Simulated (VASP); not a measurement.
A run of VASP 6.6.1 is set up as follows.

File INCAR:

```
  ALGO = Normal
  EDIFF = 1E-6
  ENCUT = 520
  GGA = CA
  ISIF = 2
  ISMEAR = 0
  LASPH = True
  LCHARG = True
  LELF = True
  LREAL = False
  LVHAR = True
  LWAVE = False
  NBANDS = 10
  NELM = 80
  PREC = Accurate
  SIGMA = 0.15
```

Contents of KPOINTS:

```
k-points
0
Gamma
  18 18 10
```

The input POSCAR:

```
Al
1.0
    2.9986000000      0.0000000000      0.0000000000
   -1.4993000000      2.5968637758      0.0000000000
    0.0000000000      0.0000000000      4.4988000000
Al
2
Direct
    0.6666666667      0.3333333333      0.7500000000
    0.3333333333      0.6666666667      0.2500000000
```

Potentials or basis: VASP PAW LDA potentials, release 64 (Al).

Run with:

```console
$ cat potpaw_LDA.64/Al/POTCAR > POTCAR
$ mpirun -np 1 vasp_std > vasp.out
```

(1) Estimate the band gap on the k mesh.

(2) What does it give for the pressure?

## Answers

(1) zero (band 3 reaches 12.36 eV, above the bottom of band 4 at 3.93 eV).

(2) -5.5 GPa.
